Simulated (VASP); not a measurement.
Input of a VASP 6.6.1 run:

INCAR

```
SYSTEM = CoH4
PREC = Accurate
ENCUT = 520
EDIFF = 1E-7
ISMEAR = 0
SIGMA = 0.1
LREAL = .FALSE.
LASPH = .TRUE.
NELM = 100
ALGO = Normal
ISIF = 2
LWAVE = .FALSE.
LCHARG = .FALSE.
GGA = PE
NBANDS = 24
```

The input KPOINTS:

```
Automatic mesh
0
G
  14 14 4
  0 0 0
```

The input POSCAR:

```
CoH4
1.0
    2.5511680249     -0.0012451617     -0.0070717840
    0.0012147954      2.5511699573     -0.0064649151
    0.3649457717      0.3492152195     10.7185110555
Co H
2 8
Direct
    0.7498368433      0.7618402973      0.7501706613
    0.2501631567      0.2381597027      0.2498293387
    0.7374676980      0.2499754151      0.8441515460
    0.7378235996      0.2262578727      0.3438091923
    0.7625032884      0.2500482297      0.1558488538
    0.7622060228      0.2737101862      0.6561912174
    0.2625323020      0.7500245849      0.1558484540
    0.2621764004      0.7737421273      0.6561908077
    0.2374967116      0.7499517703      0.8441511462
    0.2377939772      0.7262898138      0.3438087826
```

Potentials or basis: VASP PAW PBE potentials, release 64 (Co, H).

Command:

```bash
$ cat potpaw_PBE.64/Co/POTCAR potpaw_PBE.64/H/POTCAR > POTCAR
$ mpirun -np 1 vasp_std > vasp.out
```

**Question.** Predict the pressure.

**Answer.** -0.4 GPa.

**Question.** Predict the band gap on the k mesh.

**Answer.** Zero (bands 13 and 14 overlap by 2.61 eV).

Stress tensor (GPa, compression positive):
```
-0.47  0.00  0.00
 0.00 -0.48  0.00
 0.00  0.00 -0.25
```

Caveat: the run has no spin polarisation, though such a crystal can be magnetic. Spin polarisation is off, so any magnetic state and its effect on volume and gap are missing.
